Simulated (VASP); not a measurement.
Here is a VASP 6.6.1 calculation.

INCAR

```
SYSTEM = ZnCu
PREC = Accurate
ENCUT = 520
EDIFF = 1E-6
ISMEAR = -1
SIGMA = 0.05
LREAL = .False.
LASPH = .True.
NELM = 60
ALGO = Normal
ISIF = 2
LWAVE = .False.
LCHARG = .False.
GGA = PS
NBANDS = 18
```

The input KPOINTS:

```
regular mesh
0
Gamma
  14 14 14
  0 0 0
```

Contents of POSCAR:

```
ZnCu
1.0
    2.9051978236      0.0000000000      0.0000000000
    0.0000000000      2.9051978236      0.0000000000
    0.0000000000      0.0000000000      2.9051978236
Zn Cu
1 1
Direct
    0.5000000000      0.5000000000      0.5000000000
    0.0000000000      0.0000000000      0.0000000000
```

Potentials or basis: VASP PAW PBE potentials, release 64 (Zn, Cu).

Command:

```bash
$ cat potpaw_PBE.64/Zn/POTCAR potpaw_PBE.64/Cu/POTCAR > POTCAR
$ mpirun -np 1 vasp_std > vasp.out
```

What does it give for the pressure?

1.1 GPa.

Caveat: the PAW data sets were made with another functional, which shifts forces and pressure a little.
